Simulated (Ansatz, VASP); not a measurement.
## LiNO3: VASP beside Ansatz

Contents of INCAR:

```
PREC     = Accurate       # precision mode
ENCUT    = 520            # plane-wave cutoff, eV
EDIFF    = 1E-7           # SCF threshold, eV
ISMEAR   = 0              # smearing method
SIGMA    = 0.1            # smearing width, eV
LREAL    = F              # projectors in reciprocal space
LASPH    = T              # aspherical terms in the spheres
NELM     = 60             # most SCF steps
ALGO     = Normal         # electronic algorithm
ISIF     = 2              # what is computed and relaxed
LWAVE    = F              # write WAVECAR
LCHARG   = F              # write CHGCAR
GGA      = CA             # functional
NBANDS   = 37             # bands
```

File KPOINTS:

```
Automatic mesh
0
Gamma
  6 6 6
```

The input POSCAR:

```
LiNO3
1.0
    2.3275013255      1.3437835168      4.9451726268
   -2.3275013255      1.3437835168      4.9451726268
    0.0000000000     -2.6875670336      4.9451726268
Li N O
2 2 6
Direct
    0.0000000000      0.0000000000      0.0000000000
    0.5000000000      0.5000000000      0.5000000000
    0.2500000000      0.2500000000      0.2500000000
    0.7500000000      0.7500000000      0.7500000000
    0.5202267900      0.9797732100      0.2500000000
    0.2500000000      0.5202267900      0.9797732100
    0.9797732100      0.2500000000      0.5202267900
    0.4797732100      0.0202267900      0.7500000000
    0.7500000000      0.4797732100      0.0202267900
    0.0202267900      0.7500000000      0.4797732100
```

Input for Ansatz:

```yaml
crystal:
  lattice:
    - [2.3275013255, 1.3437835168, 4.9451726268]
    - [-2.3275013255, 1.3437835168, 4.9451726268]
    - [0.0, -2.6875670336, 4.9451726268]
  atoms:
    - { symbol: Li, position: [0.0, 0.0, 0.0] }
    - { symbol: Li, position: [0.5, 0.5, 0.5] }
    - { symbol: "N", position: [0.25, 0.25, 0.25] }
    - { symbol: "N", position: [0.75, 0.75, 0.75] }
    - { symbol: O, position: [0.52022679, 0.97977321, 0.25] }
    - { symbol: O, position: [0.25, 0.52022679, 0.97977321] }
    - { symbol: O, position: [0.97977321, 0.25, 0.52022679] }
    - { symbol: O, position: [0.47977321, 0.02022679, 0.75] }
    - { symbol: O, position: [0.75, 0.47977321, 0.02022679] }
    - { symbol: O, position: [0.02022679, 0.75, 0.47977321] }
basis:
  ecutwfc: 420
kpoints:
  mp_grid: { grid: [6, 6, 6] }
hamiltonian:
  xc: lda
scf:
  occupations: { method: gaussian, width: 0.1 }
output:
  forces: true
  stress: true
  eigenvalues: true
```

Alike in both runs: task single point; functional LDA; k mesh 6 × 6 × 6; occupations gaussian, width 0.1 eV; no spin polarisation.

|  | VASP | Ansatz |
| --- | --- | --- |
| version | VASP 6.6.1 | Ansatz 0.2.0 |
| potentials or method | VASP PAW LDA potentials, release 64 (Li_sv, N, O), cutoff 520 eV | scalar-relativistic, plane waves, PAW |
| valence electrons in the cell | 52 | 52 |

VASP gave:

```
gap on the k mesh at the Fermi level (eV) : 2.98
least direct gap on the mesh (eV)         : 3.32
rms of the force components (eV/Å)        : 0.095
```

Task: What did Ansatz give for the same quantities?

Result: gap on the k mesh at the Fermi level (eV): 3.01; least direct gap on the mesh (eV): 3.35; rms of the force components (eV/Å): 0.369.

LDA's correlation is that of Perdew and Zunger in VASP and of Perdew and Wang (1992) in Ansatz. Atom by atom the forces differ by 0.274 eV/Å (rms over components).

Noted on VASP's run: the cutoff is short for stress, so the pressure is rough; the standard files for N, O and F lose accuracy on very short bonds.
